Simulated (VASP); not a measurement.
Input of a VASP 6.6.1 run:

File INCAR:

```
SYSTEM = La2O3
PREC     = Accurate       ! precision mode
ENCUT    = 520            ! plane-wave cutoff, eV
EDIFF    = 1E-6           ! SCF threshold, eV
ISMEAR   = 0              ! smearing method
SIGMA    = 0.01           ! smearing width, eV
LREAL    = .FALSE.        ! projectors in reciprocal space
LASPH    = .TRUE.         ! aspherical terms in the spheres
NELM     = 100            ! most SCF steps
ALGO     = Normal         ! electronic algorithm
ISIF     = 2              ! what is computed and relaxed
LWAVE    = .FALSE.        ! write WAVECAR
LCHARG   = .FALSE.        ! write CHGCAR
GGA      = PE             ! functional
NBANDS   = 28             ! bands
```

The input KPOINTS:

```
regular mesh
0
G
  6 6 4
  0 0 0
```

Contents of POSCAR:

```
La2O3
1.0
    3.9994517277      0.0000000000      0.0000000000
   -1.9997258638      3.4636261822      0.0000000000
    0.0000000000      0.0000000000      6.2187345571
La O
2 3
Direct
    0.6666666667      0.3333333333      0.7537640000
    0.3333333333      0.6666666667      0.2462360000
    0.6666666667      0.3333333333      0.3541090000
    0.3333333333      0.6666666667      0.6458910000
    0.0000000000      0.0000000000      0.0000000000
```

Potentials or basis: VASP PAW PBE potentials, release 64 (La, O).

Run with:

```sh
$ cat potpaw_PBE.64/La/POTCAR potpaw_PBE.64/O/POTCAR > POTCAR
$ mpirun -np 1 vasp_std > vasp.out
```

(1) Predict the band gap on the k mesh.

(2) Estimate the largest force.

Results:

(1) 3.78 eV (least direct gap 3.98 eV).

(2) 0.360 eV/Å.

Caveat: the cell stands under tension; spin-orbit coupling is left out, which moves the levels of the heavy elements.
